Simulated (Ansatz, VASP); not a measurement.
**Two plane-wave programs on LaGa2**

File INCAR:

```
ALGO     = Normal         # electronic algorithm
EDIFF    = 1E-6           # SCF threshold, eV
ENCUT    = 520            # plane-wave cutoff, eV
ISIF     = 2              # what is computed and relaxed
ISMEAR   = -1             # smearing method
LASPH    = T              # aspherical terms in the spheres
LCHARG   = T              # write CHGCAR
LELF     = T              # ELF
LREAL    = F              # projectors in reciprocal space
LVHAR    = T            
LWAVE    = F              # write WAVECAR
NBANDS   = 26             # bands
NELM     = 100            # most SCF steps
PREC     = Accurate       # precision mode
SIGMA    = 0.3            # smearing width, eV
```

The input KPOINTS:

```
k-points
0
Gamma
  8 8 7
```

File POSCAR:

```
LaGa2
1.0
    4.2616144644      0.0000000000      0.0000000000
   -2.1308072322      3.6906666395      0.0000000000
    0.0000000000      0.0000000000      4.3563170081
La Ga
1 2
Direct
    0.0000000000      0.0000000000      0.0000000000
    0.3333333333      0.6666666667      0.5000000000
    0.6666666667      0.3333333333      0.5000000000
```

Input for Ansatz:

```yaml
crystal:
  lattice:
    - [4.261614464443053, 0.0, 0.0]
    - [-2.1308072322215263, 3.690666639538954, 0.0]
    - [0.0, 0.0, 4.356317008097343]
  atoms:
    - { symbol: La, position: [0.0, 0.0, 0.0] }
    - { symbol: Ga, position: [0.3333333333333333, 0.6666666666666666, 0.5] }
    - { symbol: Ga, position: [0.6666666666666666, 0.3333333333333333, 0.5] }
basis:
  ecutwfc: 530.0
kpoints:
  mp_grid:
    grid: [8, 8, 7]
hamiltonian:
  xc: lda
scf:
  lower_state_search: light
  mixing:
    algorithm: broyden
  occupations:
    method: fermi_dirac
    width: 0.3
output:
  stress: true
```

Alike in both runs: task single point; functional LDA; k mesh 8 × 8 × 7; occupations fermi-dirac, width 0.3 eV; no spin polarisation.

|  | VASP | Ansatz |
| --- | --- | --- |
| version | VASP 6.6.1 | Ansatz 0.2.0 |
| potentials or method | VASP PAW LDA potentials, release 64 (La, Ga_d), cutoff 520 eV | plane waves, PAW |
| valence electrons in the cell | 37 | 37 |

```tsv
	VASP	Ansatz	Ansatz less VASP
pressure (GPa)	-1.3	-1.4	-0.10
traceless stress, the component that is largest in VASP (GPa)	0.14	0.23	+0.090
```

LDA's correlation is that of Perdew and Zunger in VASP and of Perdew and Wang (1992) in Ansatz.

Neither program's run includes spin-orbit coupling.
